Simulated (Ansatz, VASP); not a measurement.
WC: VASP beside Ansatz

INCAR

```
PREC     = Accurate       # precision mode
ENCUT    = 520            # plane-wave cutoff, eV
EDIFF    = 1E-7           # SCF threshold, eV
ISMEAR   = 0              # smearing method
SIGMA    = 0.15           # smearing width, eV
LREAL    = F              # projectors in reciprocal space
LASPH    = T              # aspherical terms in the spheres
NELM     = 60             # most SCF steps
ALGO     = Normal         # electronic algorithm
ISIF     = 2              # what is computed and relaxed
LWAVE    = F              # write WAVECAR
LCHARG   = T              # write CHGCAR
GGA      = PS             # functional
LELF     = T              # ELF
LVHAR    = T            
NBANDS   = 16             # bands
```

Contents of KPOINTS:

```
Automatic mesh
0
Gamma
  18 18 16
```

Contents of POSCAR:

```
WC
1.0
    2.8424914073      0.0000000000      0.0000000000
   -1.4212457036      2.5621460858      0.0000000000
    0.0000000000      0.0000000000      2.8290000000
W C
1 1
Direct
    0.0000000000      0.0000000000      0.0000000000
    0.6666666667      0.3333333333      0.5000000000
```

Input for Ansatz:

```yaml
crystal:
  lattice:
    - [2.8424914073, 0.0, 0.0]
    - [-1.4212457036, 2.5621460858, 0.0]
    - [0.0, 0.0, 2.829]
  atoms:
    - { symbol: W, position: [0.0, 0.0, 0.0] }
    - { symbol: C, position: [0.6666666667, 0.3333333333, 0.5] }
basis:
  ecutwfc: 420
kpoints:
  mp_grid: { grid: [18, 18, 16] }
hamiltonian:
  xc: pbesol
scf:
  occupations: { method: gaussian, width: 0.15 }
output:
  forces: true
  stress: true
  eigenvalues: true
```

Change from the starting cell: strain -0.0200 x Voigt [1, -1, 0, 0, 0, 0], atoms carried along.

Alike in both runs: task single point; functional PBEsol; k mesh 18 × 18 × 16; occupations gaussian, width 0.15 eV; no spin polarisation.

|  | VASP | Ansatz |
| --- | --- | --- |
| version | VASP 6.6.1 | Ansatz 0.2.0 |
| potentials or method | VASP PAW PBE potentials, release 64 (W_sv, C), cutoff 520 eV | scalar-relativistic, plane waves, PAW |
| valence electrons in the cell | 18 | 18 |

|  | VASP | Ansatz | Ansatz less VASP |
| --- | --- | --- | --- |
| gap on the k mesh at the Fermi level (eV) | none | none | - |
| pressure (GPa) | 1.0 | -0.3 | -1.29 |
| traceless stress, the component that is largest in VASP (GPa) | 10.77 | 10.82 | +0.055 |
| rms of the force components (eV/Å) | 0.121 | 0.118 | -0.0032 |

VASP's potentials were made for PBE, not for PBEsol. Atom by atom the forces differ by 0.003 eV/Å (rms over components). A gap of «none» marks a metal or a gap that the smearing closes.

Spin-orbit coupling is off throughout.
